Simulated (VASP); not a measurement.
Write the native input for VASP 6.6.1 that does the following.

```
Task                   : single point
Functional             : r2SCAN
Potentials or basis    : VASP PAW PBE potentials, release 64 (Al, N)
Cutoff                 : 520 eV
k mesh                 : 12 × 12 × 4
Occupations            : gaussian, width 0.01 eV
Spin                   : no spin polarisation
Dipole correction      : no
Further INCAR settings : ALGO = Normal; EDIFF = 1e-06; NBANDS = 26
```

The system is AlN.

```
Al N
1.0
     3.09716    0.00000    0.00000
    -1.54858    2.68222    0.00000
     0.00000    0.00000   10.03394
Al N
4 4
Direct
  0.00000 0.00000 0.99873
  0.33333 0.66667 0.24984
  0.00000 0.00000 0.49873
  0.66667 0.33333 0.74984
  0.00000 0.00000 0.18821
  0.33333 0.66667 0.43822
  0.00000 0.00000 0.68821
  0.66667 0.33333 0.93822
```

One way to write it, as run:

POSCAR

```
AlN
1.0
    3.0971629948      0.0000000000      0.0000000000
   -1.5485814974      2.6822218332      0.0000000000
    0.0000000000      0.0000000000     10.0339431351
Al N
4 4
Direct
    0.0000000000      0.0000000000     -0.0012654044
    0.3333333333      0.6666666667      0.2498392886
    0.0000000000      0.0000000000      0.4987345956
    0.6666666667      0.3333333333      0.7498392886
    0.0000000000      0.0000000000      0.1882105911
    0.3333333333      0.6666666667      0.4382155246
    0.0000000000      0.0000000000      0.6882105911
    0.6666666667      0.3333333333      0.9382155246
```

INCAR.step1

```
ALGO     = Normal         # electronic algorithm
EDIFF    = 1E-4           # SCF threshold, eV
ENCUT    = 520            # plane-wave cutoff, eV
GGA      = PE             # functional
ISMEAR   = 0              # smearing method
LASPH    = True           # aspherical terms in the spheres
LCHARG   = False          # write CHGCAR
LREAL    = False          # projectors in reciprocal space
LWAVE    = True           # write WAVECAR
NBANDS   = 26             # bands
NELM     = 60             # most SCF steps
PREC     = Accurate       # precision mode
SIGMA    = 0.01           # smearing width, eV
```

INCAR.step2

```
ALGO     = Normal         # electronic algorithm
EDIFF    = 1E-6           # SCF threshold, eV
ENCUT    = 520            # plane-wave cutoff, eV
ISIF     = 2              # what is computed and relaxed
ISMEAR   = 0              # smearing method
ISTART   = 1            
LASPH    = True           # aspherical terms in the spheres
LCHARG   = False          # write CHGCAR
LMIXTAU  = True         
LREAL    = False          # projectors in reciprocal space
LWAVE    = False          # write WAVECAR
METAGGA  = R2SCAN         # meta-GGA
NBANDS   = 26             # bands
NELM     = 60             # most SCF steps
PREC     = Accurate       # precision mode
SIGMA    = 0.01           # smearing width, eV
```

KPOINTS

```
k-points
0
Gamma
  12 12 4
```

Potentials or basis: VASP PAW PBE potentials, release 64 (Al, N).

Launch:

```bash
$ cat potpaw_PBE.64/Al/POTCAR potpaw_PBE.64/N/POTCAR > POTCAR
$ cp INCAR.step1 INCAR
$ mpirun -np 1 vasp_std > vasp.out
$ cp INCAR.step2 INCAR
$ mpirun -np 1 vasp_std > vasp.out
```

Results of the run:

```
Pressure               : -0.4 GPa
Largest force          : 0.004 eV/Å
Band gap on the k mesh : 4.66 eV (least direct gap 4.90 eV)
```

Caveat: the PAW data sets were made with another functional, which shifts forces and pressure a little.

It took 8.7 min on 1 thread of Intel Xeon 8259CL, on a shared host, peak memory 0.26 GiB.
